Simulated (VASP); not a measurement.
Input of a VASP 6.6.1 run:

INCAR

```
PREC = Accurate ; ENCUT = 500
EDIFF = 1E-6 ; ISMEAR = 0
SIGMA = 0.1 ; LREAL = F
LASPH = T ; NELM = 120
ALGO = Normal ; ISIF = 2
LWAVE = F ; LCHARG = F
GGA = PE ; NBANDS = 21
GGA_COMPAT = F
```

The input KPOINTS:

```
Automatic mesh
0
Gamma
  10 10 10
```

Contents of POSCAR:

```
Ge
1.0
    0.0000000000      2.9093124664      2.8632243481
    2.9093124664      0.0000000000      2.8632243481
    2.9093124664      2.9093124664      0.0000000000
Ge
2
Direct
    0.0000000000      0.0000000000      0.0000000000
    0.2500000000      0.2500000000      0.2500000000
```

Potentials or basis: VASP PAW PBE potentials, release 64 (Ge_d).

Run with:

```console
$ cat potpaw_PBE.64/Ge_d/POTCAR > POTCAR
$ mpirun -np 1 vasp_std > vasp.out
```

Estimate the pressure.

-0.9 GPa.

Stress tensor (GPa, compression positive):
```
-1.22  0.00  0.00
 0.00 -1.22  0.00
 0.00  0.00 -0.19
```

Caveat: the cell differs from its parent crystal (strained cell).
